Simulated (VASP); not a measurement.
Here is a VASP 6.6.1 calculation.

INCAR

```
SYSTEM = Si16N
PREC = Accurate ; ENCUT = 520
EDIFF = 1E-7 ; ISMEAR = -1
SIGMA = 0.05 ; LREAL = Auto
LASPH = .TRUE. ; NELM = 150
ALGO = Normal ; ISIF = 2
LWAVE = .FALSE. ; LCHARG = .TRUE.
ISPIN = 2 ; MAGMOM = 0 0 0 0 0 0 0 0 0 0 0 0 0 0 0 0 1
LORBIT = 11 ; GGA = PE
IVDW = 12 ; LELF = .TRUE.
LVHAR = .TRUE. ; NBANDS = 52
```

KPOINTS

```
Automatic mesh
0
G
  2 2 2
  0 0 0
```

POSCAR

```
Si16N
1.0
    0.0000000000      5.4300000000      5.4300000000
    5.4300000000      0.0000000000      5.4300000000
    5.4300000000      5.4300000000      0.0000000000
Si N
16 1
Direct
    0.0133662607     -0.0088108503     -0.0069859420
    0.1649582206      0.0967391653      0.1101377931
    0.0318648158     -0.0244210265      0.4844712823
    0.1287790194      0.1189821554      0.6186598425
    0.0290907429      0.4719042272     -0.0053898520
    0.1297326707      0.6163903018      0.1222663086
   -0.0174081132      0.4930107835      0.4955943455
    0.1047690128      0.6085239296      0.6308075980
    0.5408252451     -0.0258886369     -0.0231878151
    0.6378123133      0.1117225822      0.1152955344
    0.5031433320      0.0188756691      0.4879528648
    0.6641446580      0.1293020112      0.5805627587
    0.5037321640      0.4855608574      0.0130141468
    0.6593287932      0.5745174686      0.1380622900
    0.4455187044      0.6034555052      0.4998713200
    0.6116414520      0.6524504703      0.6446498300
    0.6488654083      0.3955761869      0.4111170945
```

Potentials or basis: VASP PAW PBE potentials, release 64 (Si, N).

Launch:

```bash
$ cat potpaw_PBE.64/Si/POTCAR potpaw_PBE.64/N/POTCAR > POTCAR
$ mpirun -np 1 vasp_std > vasp.out
```

**Question.** What does it give for the pressure?

**Answer.** 1.1 GPa.

**Question.** Predict the dispersion energy per atom.

**Answer.** -0.310 eV.

**Question.** What does it give for the net moment?

**Answer.** 0.00 μB per cell.

**Question.** Predict the largest force.

**Answer.** 0.070 eV/Å.

Stress tensor (GPa, compression positive):
```
 3.17 -0.02  0.55
-0.02 -0.50  1.14
 0.55  1.14  0.51
```

Caveat: the k points lie up to 0.50 Å⁻¹ apart.
